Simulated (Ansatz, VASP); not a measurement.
One calculation of TaHg, two programs

The input INCAR:

```
PREC = Accurate
ENCUT = 500
EDIFF = 1E-6
ISMEAR = 0
SIGMA = 0.1
LREAL = False
LASPH = True
NELM = 120
ALGO = Normal
ISIF = 2
LWAVE = False
LCHARG = True
GGA = PE
LELF = True
LVHAR = True
NBANDS = 31
GGA_COMPAT = False
```

The input KPOINTS:

```
regular mesh
0
Gamma
  6 6 2
```

The input POSCAR:

```
TaHg
1.0
    3.3237684300      0.0000000000      0.0000000000
   -1.6618842100      2.8784678900      0.0000000000
    0.0000000000      0.0000000000      9.7730203200
Ta Hg
2 2
Direct
    0.3333333300      0.6666666700      0.3783776900
    0.6666666700      0.3333333300      0.6216223100
    0.3333333300      0.6666666700      0.8716396400
    0.6666666700      0.3333333300      0.1283603600
```

Input for Ansatz:

```yaml
crystal:
  lattice:
    - [3.32376843, 0.0, 0.0]
    - [-1.66188421, 2.87846789, 0.0]
    - [0.0, 0.0, 9.77302032]
  atoms:
    - { symbol: Ta, position: [0.33333333, 0.66666667, 0.37837769] }
    - { symbol: Ta, position: [0.66666667, 0.33333333, 0.62162231] }
    - { symbol: Hg, position: [0.33333333, 0.66666667, 0.87163964] }
    - { symbol: Hg, position: [0.66666667, 0.33333333, 0.12836036] }
basis:
  ecutwfc: 420
kpoints:
  mp_grid: { grid: [6, 6, 2] }
hamiltonian:
  xc: pbe
scf:
  occupations: { method: gaussian, width: 0.1 }
  lower_state_search: "off"
output:
  forces: true
  stress: true
  eigenvalues: true
```

Alike in both runs: task single point; functional PBE; k mesh 6 × 6 × 2; occupations gaussian, width 0.1 eV; no spin polarisation.

|  | VASP | Ansatz |
| --- | --- | --- |
| version | VASP 6.6.1 | Ansatz 0.2.0 |
| potentials or method | VASP PAW PBE potentials, release 64 (Ta_pv, Hg), cutoff 500 eV | scalar-relativistic, plane waves, PAW |
| valence electrons in the cell | 46 | 66 |

|  | VASP | Ansatz | Ansatz less VASP |
| --- | --- | --- | --- |
| gap on the k mesh at the Fermi level (eV) | none | none | - |
| pressure (GPa) | -13.7 | -13.9 | -0.16 |
| traceless stress, the component that is largest in VASP (GPa) | 2.69 | 2.68 | -0.006 |
| rms of the force components (eV/Å) | 0.480 | 0.466 | -0.0148 |

Atom by atom the forces differ by 0.015 eV/Å (rms over components). A gap of «none» marks a metal or a gap that the smearing closes. VASP's potentials hold 46 valence electrons a cell and Ansatz's 66, so a difference there can come from the potentials and not from the codes.

The k mesh is coarse, so the values compare programs but aren't converged. Spin-orbit coupling is off throughout.
